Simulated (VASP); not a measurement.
Wanted: the native input for a VASP 6.6.1 run.

```yaml
Task: single point
Functional: r2SCAN
Potentials_or_basis: VASP PAW PBE potentials, release 64 (Ge_d)
Cutoff: 520 eV
k_mesh: 11 × 11 × 11
Occupations: fermi-dirac, width 0.05 eV
Spin: no spin polarisation
Dipole_correction: no
Further_INCAR_settings: ALGO = Normal; EDIFF = 1e-06; NBANDS = 21
```

Ge:

```
CELL_PARAMETERS angstrom
-2.57449 2.57449 1.39741
2.57449 -2.57449 1.39741
2.57449 2.57449 -1.39741
ATOMIC_POSITIONS crystal
Ge 0.50000 0.50000 0.00000
Ge 0.25000 0.75000 0.50000
```

One way to write it, as run:

POSCAR

```
Ge
1.0
   -2.5744897190      2.5744897190      1.3974126432
    2.5744897190     -2.5744897190      1.3974126432
    2.5744897190      2.5744897190     -1.3974126432
Ge
2
Direct
    0.5000000000      0.5000000000      0.0000000000
    0.2500000000      0.7500000000      0.5000000000
```

INCAR.step1

```
  ALGO = Normal
  EDIFF = 1E-4
  ENCUT = 520
  GGA = PE
  ISMEAR = -1
  LASPH = T
  LCHARG = F
  LREAL = F
  LWAVE = T
  NBANDS = 21
  NELM = 60
  PREC = Accurate
  SIGMA = 0.05
```

INCAR.step2

```
  ALGO = Normal
  EDIFF = 1E-6
  ENCUT = 520
  ISIF = 2
  ISMEAR = -1
  ISTART = 1
  LASPH = T
  LCHARG = F
  LMIXTAU = T
  LREAL = F
  LWAVE = F
  METAGGA = R2SCAN
  NBANDS = 21
  NELM = 60
  PREC = Accurate
  SIGMA = 0.05
```

KPOINTS

```
k-points
0
Gamma
  11 11 11
```

Potentials or basis: VASP PAW PBE potentials, release 64 (Ge_d).

The run is started by

```console
$ cat potpaw_PBE.64/Ge_d/POTCAR > POTCAR
$ cp INCAR.step1 INCAR
$ mpirun -np 1 vasp_std > vasp.out
$ cp INCAR.step2 INCAR
$ mpirun -np 1 vasp_std > vasp.out
```

It gave:

```json
{
  "Pressure": "0.4 GPa",
  "Band gap on the k mesh": "zero (bands 14 and 15 overlap by 4.93 eV)"
}
```

Caveat: the PAW data sets were made with another functional, which shifts forces and pressure a little.

It took 8.3 min on 1 thread of Intel Xeon 8259CL (shared host), peak memory 0.22 GiB.
